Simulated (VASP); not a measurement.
Set up this calculation in VASP 6.6.1, as the native input.

```yaml
Task: single point
Functional: PBE
Potentials_or_basis: VASP PAW PBE potentials, release 64 (Sn_d, O)
Cutoff: 520 eV
k_mesh: 6 × 6 × 6
Occupations: fermi-dirac, width 0.02 eV
Spin: no spin polarisation
Dipole_correction: no
Further_INCAR_settings: ALGO = Normal; EDIFF = 1e-07; NBANDS = 28
```

The structure of SnO lies in POSCAR:

```
SnO
1.0
    3.7926486997      0.0000000000      0.0000000000
    0.0000000000      3.7926486997      0.0000000000
    0.0000000000      0.0000000000      4.7582138802
Sn O
2 2
Direct
    0.5000000000      0.0000000000      0.2410340763
    0.0000000000      0.5000000000      0.7589659237
    0.0000000000      0.0000000000      0.0000000000
    0.5000000000      0.5000000000      0.0000000000
```

The input as run:

INCAR

```
SYSTEM = SnO
PREC = Accurate
ENCUT = 520
EDIFF = 1E-7
ISMEAR = -1
SIGMA = 0.02
LREAL = .FALSE.
LASPH = .TRUE.
NELM = 80
ALGO = Normal
ISIF = 2
LWAVE = .FALSE.
LCHARG = .FALSE.
GGA = PE
NBANDS = 28
```

KPOINTS

```
Automatic mesh
0
G
  6 6 6
  0 0 0
```

Potentials or basis: VASP PAW PBE potentials, release 64 (Sn_d, O).

Run with:

```sh
$ cat potpaw_PBE.64/Sn_d/POTCAR potpaw_PBE.64/O/POTCAR > POTCAR
$ mpirun -np 1 vasp_std > vasp.out
```

It gave:

```json
{
  "Pressure": "5.6 GPa",
  "Largest force": "0.583 eV/Å",
  "Band gap on the k mesh": "zero (bands 20 and 21 overlap by 0.06 eV)"
}
```

Caveat: the cell stands under pressure; semilocal functionals underestimate gaps, and a narrow one can read as zero; spin-orbit coupling is left out, which moves the levels of the heavy elements.

Run time: 110 s on 1 thread of Intel Xeon 8259CL, on a shared host, peak memory 0.21 GiB.
